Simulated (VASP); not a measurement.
# CoW3 (P4/mmm) in VASP: notebook

Runs on CoW3. Level: PBEsol. Tasks: single point.

Program: VASP 6.6.1. These are calculated values, not measurements. Logs are shortened: lines on timing, memory, paths and dates and some standing lists are left out, and cuts for length are marked.

### 1 The cell of the first run

Symmetry: P4/mmm, No. 123, tetragonal system. Conventional cell: a = 3.967 Å, b = 3.967 Å, c = 3.650 Å, α = 90.00°, β = 90.00°, γ = 90.00°. Within 3.7 Å of Co (site symmetry 4/mmm) lie 12 W at 2.70 to 2.81 Å and 2 Co at 3.65 Å. Within 3.7 Å of W (site symmetry mmm) lie 4 Co at 2.70 Å and 10 W at 2.70 to 3.65 Å. W (site symmetry 4/mmm) has 10 W at 2.70 to 3.65 Å and 4 Co at 2.81 Å within 3.7 Å.

### 2 Single point, PBEsol

INCAR reads:

```
ALGO     = Fast           # electronic algorithm
EDIFF    = 1E-7           # SCF threshold, eV
ENCUT    = 520            # plane-wave cutoff, eV
GGA      = PS             # functional
ISIF     = 2              # what is computed and relaxed
ISMEAR   = 0              # smearing method
LASPH    = T              # aspherical terms in the spheres
LCHARG   = F              # write CHGCAR
LREAL    = F              # projectors in reciprocal space
LWAVE    = F              # write WAVECAR
NBANDS   = 34             # bands
NELM     = 100            # most SCF steps
PREC     = Accurate       # precision mode
SIGMA    = 0.15           # smearing width, eV
```

KPOINTS reads:

```
k-points
0
Gamma
  14 14 14
```

POSCAR reads:

```
CoW3
1.0
    3.9669846917      0.0000000000      0.0000000000
    0.0000000000      3.9669846917      0.0000000000
    0.0000000000      0.0000000000      3.6496259163
Co W
1 3
Direct
    0.0000000000      0.0000000000      0.0000000000
    0.0000000000      0.5000000000      0.5000000000
    0.5000000000      0.0000000000      0.5000000000
    0.5000000000      0.5000000000      0.0000000000
```

Potentials or basis: VASP PAW PBE potentials, release 64 (Co, W_sv).

Command:

```sh
cat potpaw_PBE.64/Co/POTCAR potpaw_PBE.64/W_sv/POTCAR > POTCAR
mpirun -np 1 vasp_std > vasp.out
```

OUTCAR:

```text
EDIFF = 1E-7
   ENCUT = 520
   GGA = PS
   ISIF = 2
   ISMEAR = 0
   LASPH = T
   LREAL = F
   NELM = 100
   PREC = Accurate

 ion  position               nearest neighbor table
   1  0.000  0.000  0.000-   2 2.70   3 2.70   2 2.70   3 2.70   2 2.70   2 2.70   3 2.70   3 2.70
                             4 2.81   4 2.81   4 2.81   4 2.81
   2  0.000  0.500  0.500-   1 2.70   4 2.70   1 2.70   4 2.70   1 2.70   1 2.70   4 2.70   4 2.70
                             3 2.81   3 2.81   3 2.81   3 2.81
   3  0.500  0.000  0.500-   1 2.70   4 2.70   1 2.70   4 2.70   4 2.70   4 2.70   1 2.70   1 2.70
                             2 2.81   2 2.81   2 2.81   2 2.81
   4  0.500  0.500  0.000-   2 2.70   3 2.70   2 2.70   3 2.70   3 2.70   3 2.70   2 2.70   2 2.70
                             1 2.81   1 2.81   1 2.81   1 2.81

  LATTYP: Found a simple tetragonal cell.
 ALAT       =     3.9669846917
 C/A-ratio  =     0.9200000000

  Lattice vectors:

 A1 = (   3.9669846917,   0.0000000000,   0.0000000000)
 A2 = (   0.0000000000,   3.9669846917,   0.0000000000)
 A3 = (   0.0000000000,   0.0000000000,   3.6496259163)

Analysis of symmetry for initial positions (statically):
=====================================================================
 Subroutine PRICEL returns:
 Original cell was already a primitive cell.

 Routine SETGRP: Setting up the symmetry group for a
 simple tetragonal supercell.

 Subroutine GETGRP returns: Found 16 space group operations
 (whereof 16 operations were pure point group operations)
 out of a pool of 16 trial point group operations.

The static configuration has the point symmetry D_4h.

Analysis of symmetry for dynamics (positions and initial velocities):
=====================================================================
 Subroutine PRICEL returns:
 Original cell was already a primitive cell.

 Routine SETGRP: Setting up the symmetry group for a
 simple tetragonal supercell.

 Subroutine GETGRP returns: Found 16 space group operations
 (whereof 16 operations were pure point group operations)
 out of a pool of 16 trial point group operations.

The dynamic configuration has the point symmetry D_4h.

 Subroutine INISYM returns: Found 16 space group operations
 (whereof 16 operations are pure point group operations),
 and found     1 'primitive' translations

----------------------------------------------------------------------------------------

                                     Primitive cell

  volume of cell :      57.4340

  direct lattice vectors                    reciprocal lattice vectors
     3.966984692  0.000000000  0.000000000     0.252080630  0.000000000  0.000000000
     0.000000000  3.966984692  0.000000000     0.000000000  0.252080630  0.000000000
     0.000000000  0.000000000  3.649625916     0.000000000  0.000000000  0.274000685

  length of vectors
     3.966984692  3.966984692  3.649625916     0.252080630  0.252080630  0.274000685

  position of ions in fractional coordinates (direct lattice)
     0.000000000  0.000000000  0.000000000
     0.000000000  0.500000000  0.500000000
     0.500000000  0.000000000  0.500000000
     0.500000000  0.500000000  0.000000000

  ion indices of the primitive-cell ions
   primitive index   ion index
                 1           1
                 2           2
                 3           3
                 4           4

----------------------------------------------------------------------------------------

 KPOINTS: k-points

Automatic generation of k-mesh.
 Grid dimensions read from file:
 generate k-points for:   14   14   14

 Generating k-lattice:

  Cartesian coordinates                     Fractional coordinates (reciprocal lattice)
     0.018005759  0.000000000  0.000000000     0.071428571  0.000000000  0.000000000
     0.000000000  0.018005759  0.000000000     0.000000000  0.071428571  0.000000000
     0.000000000  0.000000000  0.019571477     0.000000000  0.000000000  0.071428571

  Length of vectors
     0.018005759  0.018005759  0.019571477

  Shift w.r.t. Gamma in fractional coordinates (k-lattice)
     0.000000000  0.000000000  0.000000000

 Subroutine IBZKPT returns following result:
 ===========================================

 Found    288 irreducible k-points:

 Following reciprocal coordinates:
            Coordinates               Weight
  0.000000  0.000000  0.000000      1.000000
  0.071429  0.000000  0.000000      4.000000
  0.142857  0.000000  0.000000      4.000000
  0.214286  0.000000  0.000000      4.000000
  0.285714  0.000000  0.000000      4.000000
  0.357143  0.000000  0.000000      4.000000
[... 16 lines left out ...]
  0.285714  0.214286  0.000000      8.000000
  0.357143  0.214286  0.000000      8.000000
 [... further k-points ...]
   k-points           NKPTS =    288   k-points in BZ     NKDIM =    288   number of bands    NBANDS=     34
   number of dos      NEDOS =    301   number of ions     NIONS =      4
   total plane-waves  NPLWV =  25200
   dimension x,y,z NGX =    30 NGY =   30 NGZ =   28
   dimension x,y,z NGXF=    60 NGYF=   60 NGZF=   56
   ions per type =               1   3
   NGX,Y,Z   is equivalent  to a cutoff of  12.57, 12.57, 12.75 a.u.
   NGXF,Y,Z  is equivalent  to a cutoff of  25.14, 25.14, 25.51 a.u.
 SYSTEM =  unknown system
   PREC   = accura    normal or accurate (medium, high low for compatibility)
   ISTART =      0    job   : 0-new  1-cont  2-samecut
   ICHARG =      2    charge: 1-file 2-atom 10-const
   ISPIN  =      1    spin polarized calculation?
   LNONCOLLINEAR =      F non collinear calculations
   LSORBIT =      F    spin-orbit coupling
   LASPH  =      T    aspherical Exc in radial PAW
   ENCUT  =  520.0 eV  38.22 Ry    6.18 a.u.   7.38  7.38  6.79*2*pi/ulx,y,z
   NELM   =    100;   NELMIN=  2; NELMDL= -5     # of ELM steps
   EDIFF  = 0.1E-06   stopping-criterion for ELM
   LREAL  =      F    real-space projection
   EDIFFG = 0.1E-05   stopping-criterion for IOM
   NSW    =      0    number of steps for IOM
   IBRION =     -1    ionic relax: 0-MD 1-quasi-New 2-CG
   NFREE  =      0    steps in history (QN), initial steepest desc. (CG)
   ISIF   =      2    stress and relaxation
   ISYM   =      2    0-nonsym 1-usesym 2-fastsym
   POTIM  = 0.5000    time-step for ionic-motion
   TEBEG  =    0.0;   TEEND  =   0.0 temperature during run
   PSTRESS=    0.0 pullay stress
   NELECT =      51.0000    total number of electrons
   NUPDOWN=      -1.0000    fix difference up-down
   EMIN   =  10.00;   EMAX   =-10.00  energy-range for DOS
   EFERMI =   0.00;   METHOD = LEGACY
   ISMEAR =     0;   SIGMA  =   0.15  broadening in eV -4-tet -1-fermi 0-gaus
   EFERMI_NEDOS =   21; number of points for ismear=-14 and -15
   IALGO  =     68    algorithm
   IMIX   =      4    mixing-type and parameters
     AMIX     =   0.40;   BMIX     =  1.00
     AMIX_MAG =   1.60;   BMIX_MAG =  1.00
  volume/ion in A,a.u.               =      14.36        96.90
  Fermi-wavevector in a.u.,A,eV,Ry     =   1.573530  2.973541 33.687989  2.475997
  Thomas-Fermi vector in A             =   2.674801
   LORBIT       =      0    0 simple, 1 ext, 2 COOP (PROOUT), +10 PAW based schemes
   GGA     = PS    functional components
   LHFCALC =     F    Hartree Fock is set to
   AEXX    =    0.0000 exact exchange contribution
   IVDW    =     0    specifies the selected vdW correction
   LEPSILON=     F    determine dielectric tensor
   LRPA    =     F    only Hartree local field effects (RPA)
 non-spin polarized calculation
 RMM-DIIS sequential band-by-band and
 Gauss-broadening in eV      SIGMA  =   0.15
  energy-cutoff  :      520.00
  volume of cell :       57.43
 maximum number of plane-waves:      1572
 NGX is ok and might be reduce to    30

 number of electron      50.9999994 magnetization

 Free energy of the ion-electron system (eV)
  ---------------------------------------------------
  ext. energy  EPLUGINS =         0.00000000
  ---------------------------------------------------
  free energy    TOTEN  =       -48.14478638 eV

  energy without entropy =      -48.09076543  energy(sigma->0) =      -48.11777590

 E-fermi :  10.8659     XC(G=0): -13.8115

 val. band max:       10.8644851385   @ k =   0.3571   0.0714   0.2143
 cond. band min:      10.8670346621   @ k =   0.1429   0.0714   0.5000
 fundamental gap:      0.0025495236
 Fermi energy:        10.8659209194

 k-point     1 :       0.0000    0.0000    0.0000
  band No.  band energies     occupation
      1     -62.8047      2.00000
      2     -62.6689      2.00000
      3     -62.5308      2.00000
      4     -27.5656      2.00000
      5     -27.5656      2.00000
      6     -27.5211      2.00000
[... 26 lines left out ...]
     33      16.6859      0.00000
     34      16.9241      0.00000

 k-point     2 :       0.0714    0.0000    0.0000
  band No.  band energies     occupation
      1     -62.8028      2.00000
      2     -62.6700      2.00000
      3     -62.5316      2.00000
      4     -27.5595      2.00000
      5     -27.5526      2.00000
      6     -27.5135      2.00000
[... 26 lines left out ...]
     33      16.5287      0.00000
     34      16.9473      0.00000

 k-point     3 :       0.1429    0.0000    0.0000
  band No.  band energies     occupation
      1     -62.7973      2.00000
      2     -62.6734      2.00000
      3     -62.5338      2.00000
      4     -27.5419      2.00000
      5     -27.5142      2.00000
      6     -27.4914      2.00000
[... 26 lines left out ...]
     33      16.1093      0.00000
     34      17.1567      0.00000
[... 704 lines left out ...]
 k-point    23 :       0.2857    0.2143    0.0000
  band No.  band energies     occupation
      1     -62.7635      2.00000
      2     -62.6919      2.00000
      3     -62.5490      2.00000
      4     -27.4910      2.00000
      5     -27.3432      2.00000
      6     -27.2360      2.00000
[... 26 lines left out ...]
     33      15.0369      0.00000
     34      16.0809      0.00000

 k-point    24 :       0.3571    0.2143    0.0000
  band No.  band energies     occupation
      1     -62.7518      2.00000
      2     -62.6994      2.00000
      3     -62.5531      2.00000
      4     -27.4582      2.00000
      5     -27.2947      2.00000
      6     -27.1812      2.00000
[... 26 lines left out ...]
     33      14.8301      0.00000
     34      15.9121      0.00000

 [... further k-points ...]

------------------------ aborting loop because EDIFF is reached ----------------------------------------

  FORCE on cell =-STRESS in cart. coord.  units (eV):
  Direction    XX          YY          ZZ          XY          YZ          ZX
  --------------------------------------------------------------------------------------
  -------------------------------------------------------------------------------------
  Total        0.3183725      0.3183725      0.3290587      0.0000000      0.0000000      0.0000000
  in kB        8.8813047      8.8813047      9.1794050      0.0000000      0.0000000      0.0000000
  external PRESSURE =       8.9806715 kB  Pullay stress =       0.0000000 kB

 VOLUME and BASIS-vectors are now :
 -----------------------------------------------------------------------------
  energy-cutoff  :      520.00
  volume of cell :       57.43
      direct lattice vectors                 reciprocal lattice vectors
     3.966984692  0.000000000  0.000000000     0.252080630  0.000000000  0.000000000
     0.000000000  3.966984692  0.000000000     0.000000000  0.252080630  0.000000000
     0.000000000  0.000000000  3.649625916     0.000000000  0.000000000  0.274000685

 POSITION                                       TOTAL-FORCE (eV/Angst)
 -----------------------------------------------------------------------------------
      0.00000      0.00000      0.00000         0.000000      0.000000      0.000000
      0.00000      1.98349      1.82481         0.000000      0.000000      0.000000
      1.98349      0.00000      1.82481         0.000000      0.000000      0.000000
      1.98349      1.98349      0.00000         0.000000      0.000000      0.000000
 -----------------------------------------------------------------------------------
    total drift:                                0.000000      0.000000     -0.000000

  FREE ENERGIE OF THE ION-ELECTRON SYSTEM (eV)
  ---------------------------------------------------
  free  energy   TOTEN  =       -48.1447863792 eV

  energy  without entropy=      -48.0907654292  energy(sigma->0) =      -48.11777590
```

Run time: 9.5 min. Hardware: 1 thread of Intel Xeon Platinum 8375C at 2.90GHz (Ice Lake), shared host; peak memory 0.53 GiB.

What came out:

- Free energy: -48.1448 eV
- Pressure: 0.9 GPa
- Band gap on the k mesh: zero (an odd number of electrons rules out a gap without spin polarisation)

Levels at points of the mesh, in eV from the Fermi level:
| k point | band 21 | band 22 | band 23 | band 24 | band 25 | band 26 | band 27 | band 28 | band 29 | band 30 |
| --- | --- | --- | --- | --- | --- | --- | --- | --- | --- | --- |
| (0.00, 0.00, 0.00) | -1.36 | -0.68 | 0.07 | 0.58 | 2.58 | 2.58 | 2.88 | 3.01 | 3.01 | 3.72 |
| (0.50, 0.00, 0.00) | -2.05 | -1.82 | -1.22 | -0.40 | 0.32 | 0.34 | 0.35 | 1.00 | 1.67 | 1.90 |
| (0.50, 0.50, 0.00) | -1.93 | -1.82 | -1.82 | -1.75 | -1.06 | 0.48 | 0.48 | 0.71 | 0.71 | 0.79 |
| (0.00, 0.00, 0.50) | -2.03 | -2.03 | -0.85 | -0.02 | -0.02 | 0.77 | 0.86 | 1.26 | 1.39 | 1.39 |
| (0.50, 0.00, 0.50) | -2.20 | -2.12 | -2.09 | -1.86 | -0.93 | 0.56 | 0.60 | 1.21 | 1.28 | 1.30 |
| (0.50, 0.50, 0.50) | -1.19 | -0.87 | -0.33 | -0.33 | 0.44 | 0.53 | 0.53 | 1.25 | 2.19 | 2.74 |

Caveat: the PAW data sets were made with another functional, which shifts forces and pressure a little; spin-orbit coupling is left out, which moves the levels of the heavy elements; the run has no spin polarisation, though such a crystal can be magnetic. Spin polarisation is off, so any magnetic state and its effect on volume and gap are missing.

### 3 Single point, PBEsol

This run uses another cell than the first one, of the same volume but with other edges.

INCAR reads:

```
SYSTEM = CoW3
PREC     = Accurate       ! precision mode
ENCUT    = 520            ! plane-wave cutoff, eV
EDIFF    = 1E-6           ! SCF threshold, eV
ISMEAR   = 0              ! smearing method
SIGMA    = 0.15           ! smearing width, eV
LREAL    = .False.        ! projectors in reciprocal space
LASPH    = .True.         ! aspherical terms in the spheres
NELM     = 80             ! most SCF steps
ALGO     = Fast           ! electronic algorithm
ISIF     = 2              ! what is computed and relaxed
LWAVE    = .False.        ! write WAVECAR
LCHARG   = .False.        ! write CHGCAR
GGA      = PS             ! functional
NBANDS   = 34             ! bands
```

KPOINTS reads:

```
Automatic mesh
0
Gamma
  14 14 14
  0 0 0
```

POSCAR reads:

```
CoW3
1.0
    3.7375949872      0.0000000000      0.0000000000
    0.0000000000      3.7375949872      0.0000000000
    0.0000000000      0.0000000000      4.1113544859
Co W
1 3
Direct
    0.0000000000      0.0000000000      0.0000000000
    0.0000000000      0.5000000000      0.5000000000
    0.5000000000      0.0000000000      0.5000000000
    0.5000000000      0.5000000000      0.0000000000
```

Potentials or basis: VASP PAW PBE potentials, release 64 (Co, W_sv).

Command:

```sh
cat potpaw_PBE.64/Co/POTCAR potpaw_PBE.64/W_sv/POTCAR > POTCAR
mpirun -np 1 vasp_std > vasp.out
```

It took 7.4 min on 1 thread of Intel Xeon Platinum 8375C at 2.90GHz (Ice Lake), shared host; peak memory 0.53 GiB.

The run converged. Its results:

| Property | Result |
| --- | --- |
| Free energy | -48.1005 eV |
| Pressure | 1.2 GPa |
| Band gap on the k mesh | zero (an odd number of electrons rules out a gap without spin polarisation) |

Stress tensor (GPa, compression positive):
```
 3.06  0.00  0.00
 0.00  3.06  0.00
 0.00  0.00 -2.46
```

Levels at points of the mesh, in eV from the Fermi level:
```
           k point  band 22  band 23  band 24  band 25  band 26  band 27  band 28  band 29
(0.00, 0.00, 0.00)    -0.82    -0.03     0.67     1.90     2.85     2.85     3.17     3.42
(0.50, 0.00, 0.00)    -1.81    -0.96     0.05     0.11     0.46     0.75     0.95     1.40
(0.50, 0.50, 0.00)    -2.13    -2.10    -1.81    -0.95     0.68     0.68     1.25     1.25
(0.00, 0.00, 0.50)    -2.02    -1.38    -0.88     0.12     0.46     0.46     1.20     1.56
(0.50, 0.00, 0.50)    -1.94    -1.92    -1.90    -0.98     0.47     0.48     0.93     1.00
(0.50, 0.50, 0.50)    -0.67    -0.67    -0.08     0.45     0.45     0.59     1.24     2.31
```

Caveat: the PAW data sets were made with another functional, which shifts forces and pressure a little; spin-orbit coupling is left out, which moves the levels of the heavy elements; the run has no spin polarisation, though such a crystal can be magnetic.
